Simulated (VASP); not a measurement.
KNb: single point with PBE

KNb:

```
CELL_PARAMETERS angstrom
0.00000 3.14463 3.14463
3.14463 0.00000 3.14463
3.14463 3.14463 0.00000
ATOMIC_POSITIONS crystal
K 0.00000 0.00000 0.00000
Nb 0.75000 0.75000 0.75000
```

```yaml
Program: VASP 6.6.1
Task: single point
Functional: PBE
Potentials_or_basis: VASP PAW PBE potentials, release 64 (K_sv, Nb_sv)
Cutoff: 520 eV
k_mesh: 16 × 16 × 16
Occupations: gaussian, width 0.1 eV
Spin: no spin polarisation
Dipole_correction: no
Further_INCAR_settings: ALGO = Fast; EDIFF = 1e-07; NBANDS = 18
```

- Pressure: 0.2 GPa
- Band gap on the k mesh: zero (bands 11 and 12 overlap by 0.45 eV)

Levels at points of the mesh, in eV from the Fermi level:
```tsv
k point	band 7	band 8	band 9	band 10	band 11	band 12	band 13	band 14	band 15	band 16
(0.00, 0.00, 0.00)	-14.97	-14.97	-3.13	-0.36	-0.36	0.28	0.28	0.28	4.41	4.41
(0.50, 0.00, 0.00)	-14.95	-14.95	-1.08	-0.36	-0.36	0.04	0.28	0.28	1.46	5.06
(0.50, 0.50, 0.00)	-14.94	-14.94	-1.23	-1.17	0.35	0.35	0.45	1.54	1.58	5.21
```

It took 9.2 min on 1 thread of Intel(R) Xeon(R) Platinum 8375C CPU @ 2.90GHz (Ice Lake), with other jobs on the host, peak memory 0.32 GiB.
